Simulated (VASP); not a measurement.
A run of VASP 6.6.1:

File INCAR:

```
SYSTEM = Ca3Mg
PREC = Accurate
ENCUT = 520
EDIFF = 1E-7
ISMEAR = -1
SIGMA = 0.05
LREAL = .FALSE.
LASPH = .TRUE.
NELM = 100
ALGO = Normal
ISIF = 2
LWAVE = .FALSE.
LCHARG = .FALSE.
GGA = PS
NBANDS = 24
```

KPOINTS

```
Automatic mesh
0
G
  5 5 5
  0 0 0
```

File POSCAR:

```
Ca3Mg
1.0
    5.1675119278      0.0000000000      0.0000000000
    0.0000000000      5.1675119278      0.0000000000
    0.0000000000      0.0000000000      5.1675119278
Mg Ca
1 3
Direct
    0.0000000000      0.0000000000      0.0000000000
    0.0000000000      0.5000000000      0.5000000000
    0.5000000000      0.0000000000      0.5000000000
    0.5000000000      0.5000000000      0.0000000000
```

Potentials or basis: VASP PAW PBE potentials, release 64 (Mg, Ca_sv).

Command:

```bash
$ cat potpaw_PBE.64/Mg/POTCAR potpaw_PBE.64/Ca_sv/POTCAR > POTCAR
$ mpirun -np 1 vasp_std > vasp.out
```

Hardware: 1 thread of Intel(R) Xeon(R) Platinum 8375C CPU @ 2.90GHz (Ice Lake), with other jobs on the host.

Task: Estimate the wall time of this run.

Result: Wall time 41 s on 1 thread of Intel(R) Xeon(R) Platinum 8375C CPU @ 2.90GHz (Ice Lake), with other jobs on the host, peak memory 0.24 GiB. Counts: scf iterations 13, k points 10.
